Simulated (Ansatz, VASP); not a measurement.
# Two plane-wave programs on SiO2

```
Si O
1.0
     4.15448    0.00000    0.00000
     0.00000    4.15448    0.00000
     0.00000    0.00000    2.66197
Si O
2 4
Cartesian
  2.0772 2.0772 1.3310
  0.0000 0.0000 0.0000
  2.8849 2.8849 0.0000
  0.8077 3.3468 1.3310
  1.2695 1.2695 0.0000
  3.3468 0.8077 1.3310
```

Alike in both runs: functional LDA; k mesh 6 × 6 × 8; occupations gaussian, width 0.1 eV; no spin polarisation.

Ansatz relaxed the structure, and its values are those at the end. VASP's run is a single point on that final structure, the one shown.

|  | VASP | Ansatz |
| --- | --- | --- |
| version | VASP 6.6.1 | Ansatz 0.2.0 |
| potentials or method | VASP PAW LDA potentials, release 64 (Si, O), cutoff 520 eV | scalar-relativistic, plane waves, PAW |
| valence electrons in the cell | 32 | 32 |

```csv
,VASP,Ansatz,Ansatz less VASP
gap on the k mesh at the Fermi level (eV),5.82,5.81,-0.009
least direct gap on the mesh (eV),5.82,5.81,-0.009
pressure (GPa),1.1,0.0,-1.10
rms of the force components (eV/Å),0.018,0.001,-0.0170
```

LDA's correlation is that of Perdew and Zunger in VASP and of Perdew and Wang (1992) in Ansatz.
